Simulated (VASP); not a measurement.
The system is BaTe.

```
CELL_PARAMETERS angstrom
0.00000 3.91416 3.91416
3.91416 0.00000 3.91416
3.91416 3.91416 0.00000
ATOMIC_POSITIONS crystal
Ba 0.00000 0.00000 0.00000
Te 0.25000 0.25000 0.25000
```

Base run:

| Property | Result |
| --- | --- |
| Program | VASP 6.6.1 |
| Functional | PBE |
| Dispersion | D4 |
| Potentials or basis | VASP PAW PBE potentials, release 64 (Ba_sv, Te) |
| Cutoff | 500 eV |
| k mesh | 4 × 4 × 4 |
| Occupations | gaussian, width 0.01 eV |
| Spin | no spin polarisation |

Its results: band gap on the k mesh 2.58 eV (least direct gap 2.92 eV); pressure -0.4 GPa.

The run is repeated on the same cell with these changes: functional from PBE to PBEsol; dispersion from D4 to none. What comes out?

Band gap on the k mesh 2.46 eV (least direct gap 2.85 eV); pressure -0.6 GPa.

Several settings changed at once.

Caveats: spin-orbit coupling is left out, which moves the levels of the heavy elements; the PAW data sets were made with another functional, which shifts forces and pressure a little (at least some runs).

A k mesh can miss the band edges.
